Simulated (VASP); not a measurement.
# Si (C2/m) in VASP: notebook, part 2 of 2

VASP 6.6.1.

### 4 Electric field gradients, r2SCAN (shortest bond scaled by 0.58)

File POSCAR:

```
Si
1.0
    2.8359687699      0.0000000000      0.0000000000
   -1.4179843850      2.4560209991      0.0000000000
    0.0000000000      0.0000000000      4.5942694073
Si
2
Direct
    0.1933333333      0.5966666667      0.1450000000
    0.8066666667      0.4033333333      0.8550000000
```

File INCAR.step1:

```
SYSTEM = Si
PREC = Accurate ; ENCUT = 520
ISMEAR = -1 ; SIGMA = 0.05
LREAL = .FALSE. ; LASPH = .TRUE.
NELM = 80 ; NBANDS = 11
GGA = PE ; ALGO = Normal
EDIFF = 1E-4 ; LWAVE = .TRUE.
LCHARG = .FALSE.
```

File INCAR.step2:

```
SYSTEM = Si
PREC = Accurate ; ENCUT = 520
EDIFF = 1E-8 ; ISMEAR = -1
SIGMA = 0.05 ; LREAL = .FALSE.
LASPH = .TRUE. ; NELM = 80
ALGO = Normal ; ISIF = 2
LWAVE = .FALSE. ; LCHARG = .FALSE.
METAGGA = R2SCAN ; LMIXTAU = .TRUE.
LEFG = .TRUE. ; NBANDS = 11
ISTART = 1
```

File KPOINTS:

```
Automatic mesh
0
G
  12 12 7
  0 0 0
```

Potentials or basis: VASP PAW PBE potentials, release 64 (Si).

The run is started by

```console
$ cat potpaw_PBE.64/Si/POTCAR > POTCAR
$ cp INCAR.step1 INCAR
$ mpirun -np 1 vasp_std > vasp.out
$ cp INCAR.step2 INCAR
$ mpirun -np 1 vasp_std > vasp.out
```

OUTCAR:

```text
SYSTEM = Si
   PREC = Accurate
   ENCUT = 520
   EDIFF = 1E-8
   ISMEAR = -1
   LREAL = .FALSE.
   LASPH = .TRUE.
   NELM = 80
   ISIF = 2
   METAGGA = R2SCAN
   ISTART = 1

 ion  position               nearest neighbor table
   1  0.193  0.597  0.145-   2 1.64   2 2.46   2 2.46
   2  0.807  0.403  0.855-   1 1.64   1 2.46   1 2.46

  LATTYP: Found a hexagonal cell.
 ALAT       =     2.8359687699
 C/A-ratio  =     1.6200000000

  Lattice vectors:

 A1 = (   2.8359687699,   0.0000000000,   0.0000000000)
 A2 = (  -1.4179843850,   2.4560209991,   0.0000000000)
 A3 = (   0.0000000000,   0.0000000000,   4.5942694073)

Analysis of symmetry for initial positions (statically):
=====================================================================
 Subroutine PRICEL returns:
 Original cell was already a primitive cell.

 Routine SETGRP: Setting up the symmetry group for a
 hexagonal supercell.

 Subroutine GETGRP returns: Found  4 space group operations
 (whereof  4 operations were pure point group operations)
 out of a pool of 24 trial point group operations.

The static configuration has the point symmetry C_2h.

Analysis of symmetry for dynamics (positions and initial velocities):
=====================================================================
 Subroutine PRICEL returns:
 Original cell was already a primitive cell.

 Routine SETGRP: Setting up the symmetry group for a
 hexagonal supercell.

 Subroutine GETGRP returns: Found  4 space group operations
 (whereof  4 operations were pure point group operations)
 out of a pool of 24 trial point group operations.

The dynamic configuration has the point symmetry C_2h.

 Subroutine INISYM returns: Found  4 space group operations
 (whereof  4 operations are pure point group operations),
 and found     1 'primitive' translations

----------------------------------------------------------------------------------------

                                     Primitive cell

  volume of cell :      32.0000

  direct lattice vectors                    reciprocal lattice vectors
     2.835968770  0.000000000  0.000000000     0.352613192  0.203581321  0.000000000
    -1.417984385  2.456020999  0.000000000     0.000000000  0.407162642  0.000000000
     0.000000000  0.000000000  4.594269407     0.000000000  0.000000000  0.217662464

  length of vectors
     2.835968770  2.835968770  4.594269407     0.407162642  0.407162642  0.217662464

  position of ions in fractional coordinates (direct lattice)
     0.193333333  0.596666667  0.145000000
     0.806666667  0.403333333  0.855000000

  ion indices of the primitive-cell ions
   primitive index   ion index
                 1           1
                 2           2

----------------------------------------------------------------------------------------

 KPOINTS: Automatic mesh

[... 75 lines left out ...]
   POTIM  = 0.5000    time-step for ionic-motion
   TEBEG  =    0.0;   TEEND  =   0.0 temperature during run
   PSTRESS=    0.0 pullay stress
   NELECT =       8.0000    total number of electrons
   NUPDOWN=      -1.0000    fix difference up-down
   EMIN   =  10.00;   EMAX   =-10.00  energy-range for DOS
   EFERMI =   0.00;   METHOD = LEGACY
   ISMEAR =    -1;   SIGMA  =   0.05  broadening in eV -4-tet -1-fermi 0-gaus
   EFERMI_NEDOS =   21; number of points for ismear=-14 and -15
   IALGO  =     38    algorithm
   IMIX   =      4    mixing-type and parameters
     AMIX     =   0.40;   BMIX     =  1.00
     AMIX_MAG =   1.60;   BMIX_MAG =  1.00
  volume/ion in A,a.u.               =      16.00       107.97
  Fermi-wavevector in a.u.,A,eV,Ry     =   1.031307  1.948889 14.471090  1.063595
  Thomas-Fermi vector in A             =   2.165449
   LORBIT       =      0    0 simple, 1 ext, 2 COOP (PROOUT), +10 PAW based schemes
   METAGGA = R2SCAN    functional components
   LHFCALC =     F    Hartree Fock is set to
   AEXX    =    0.0000 exact exchange contribution
   IVDW    =     0    specifies the selected vdW correction
   LEPSILON=     F    determine dielectric tensor
   LRPA    =     F    only Hartree local field effects (RPA)
 non-spin polarized calculation
  energy-cutoff  :      520.00
  volume of cell :       32.00
 maximum number of plane-waves:       875
 NGX is ok and might be reduce to    24
   NGX = 11   NGY = 11   NGZ = 17

 number of electron       8.0000000 magnetization

 Free energy of the ion-electron system (eV)
  ---------------------------------------------------
  ext. energy  EPLUGINS =         0.00000000
  ---------------------------------------------------
  free energy    TOTEN  =        -9.30754761 eV

  energy without entropy =       -9.30043833  energy(sigma->0) =       -9.30399297

 E-fermi :   8.0807     XC(G=0): -10.9378

 val. band max:        8.0641106962   @ k =   0.5000   0.3333   0.4286
 cond. band min:       8.0980432799   @ k =  -0.0833   0.4167   0.1429
 fundamental gap:      0.0339325837
 Fermi energy:         8.0806991015

 k-point     1 :       0.0000    0.0000    0.0000
  band No.  band energies     occupation
      1      -7.7911      2.00000
      2       1.2329      2.00000
      3       3.8790      2.00000
      4      12.6693      0.00000
      5      13.3399      0.00000
      6      14.8895      0.00000
      7      15.4323      0.00000
      8      18.7712      0.00000
      9      19.0692      0.00000
     10      21.6063      0.00000
     11      22.3412      0.00000
[... 309 lines left out ...]
 k-point    24 :      -0.4167    0.3333    0.0000
  band No.  band energies     occupation
      1      -4.3112      2.00000
      2       1.8291      2.00000
      3       4.7432      2.00000
      4       6.9201      2.00000
      5       7.9509      1.86113
      6      10.9756      0.00000
      7      12.9835      0.00000
      8      14.2645      0.00000
      9      17.4772      0.00000
     10      20.1472      0.00000
     11      22.7229      0.00000

 [... further k-points ...]
[... 5 lines left out ...]
  --------------------------------------------------------------------------------------
  -------------------------------------------------------------------------------------
  Total       11.9879226      4.8484558     28.2359571      6.1829597     10.3152742     17.8665765
  in kB      600.2118087    242.7526863   1413.7190714    309.5686808    516.4655757    894.5444925
  external PRESSURE =     752.2278555 kB  Pullay stress =       0.0000000 kB

 VOLUME and BASIS-vectors are now :
 -----------------------------------------------------------------------------
  energy-cutoff  :      520.00
  volume of cell :       32.00
      direct lattice vectors                 reciprocal lattice vectors
     2.835968770  0.000000000  0.000000000     0.352613192  0.203581321  0.000000000
    -1.417984385  2.456020999  0.000000000     0.000000000  0.407162642  0.000000000
     0.000000000  0.000000000  4.594269407     0.000000000  0.000000000  0.217662464

 POSITION                                       TOTAL-FORCE (eV/Angst)
 -----------------------------------------------------------------------------------
     -0.29778      1.46543      0.66617        12.965582      7.485682     22.827218
      1.71576      0.99060      3.92810       -12.965582     -7.485682    -22.827218
 -----------------------------------------------------------------------------------
    total drift:                                0.000000     -0.000000     -0.000000

  FREE ENERGIE OF THE ION-ELECTRON SYSTEM (eV)
  ---------------------------------------------------
  free  energy   TOTEN  =        -9.3075476095 eV

  energy  without entropy=       -9.3004383324  energy(sigma->0) =       -9.30399297

 Electric field gradients (V/A^2)
---------------------------------------------------------------------
 ion       V_xx      V_yy      V_zz      V_xy      V_xz      V_yz
---------------------------------------------------------------------
   1      15.973    44.905   -60.877   -25.056   -74.306   -42.901
   2      15.973    44.905   -60.877   -25.056   -74.306   -42.901
---------------------------------------------------------------------

 Electric field gradients after diagonalization (V/A^2)
 (convention: |V_zz| > |V_xx| > |V_yy|)
----------------------------------------------------------------------
 ion       V_xx      V_yy      V_zz     asymmetry (V_yy - V_xx)/ V_zz
----------------------------------------------------------------------
   1      61.610    59.370  -120.980       0.019
   2      61.610    59.370  -120.980       0.019
----------------------------------------------------------------------

           NMR quadrupolar parameters

 Cq : quadrupolar parameter    Cq=e*Q*V_zz/h
 eta: asymmetry parameters     (V_yy - V_xx)/ V_zz
 Q  : nuclear electric quadrupole moment in mb (millibarn)
----------------------------------------------------------------------
 ion       Cq(MHz)       eta       Q (mb)
----------------------------------------------------------------------
   1      -0.293       0.019       1.000
   2      -0.293       0.019       1.000
----------------------------------------------------------------------
```

Wall time 2.5 min (1 thread of Intel Xeon 6975P-C (Granite Rapids), shared host); peak memory 0.21 GiB.

Results:

```
Free energy            : -9.3075 eV
Pressure               : 75.2 GPa
Largest force          : 27.299 eV/Å
Band gap on the k mesh : zero (band 4 reaches 12.67 eV, above the bottom of band 5 at 6.17 eV)
```

Forces on the atoms (eV/Å):
```
Si   12.966   7.486  22.827
Si  -12.966  -7.486 -22.827
```

Stress tensor (GPa, compression positive):
```
 60.02  30.96  89.45
 30.96  24.28  51.65
 89.45  51.65 141.37
```

Levels at points of the mesh, in eV from the Fermi level:
```
           k point  band 1  band 2  band 3  band 4  band 5  band 6  band 7  band 8
(0.00, 0.00, 0.00)  -15.87   -6.85   -4.20    4.59    5.26    6.81    7.35   10.69
(0.50, 0.00, 0.00)  -10.40   -9.21   -1.21   -1.09    0.73    1.70    3.33    4.23
(0.00, 0.50, 0.00)  -10.71   -8.78   -1.46   -0.74    0.65    1.93    2.54    3.88
```

Electric field gradients, principal values (V/Å²):
```tsv
atom	least	middle	greatest (by size)
1 Si	59.370	61.610	-120.980
2 Si	59.370	61.610	-120.980
```

Caveat: the cell differs from its parent crystal (shortest bond scaled by 0.58); without QUAD_EFG the Cq values of the log hold for a quadrupole moment of 1 mb, not for the nuclei; the PAW data sets were made with another functional, which shifts forces and pressure a little.
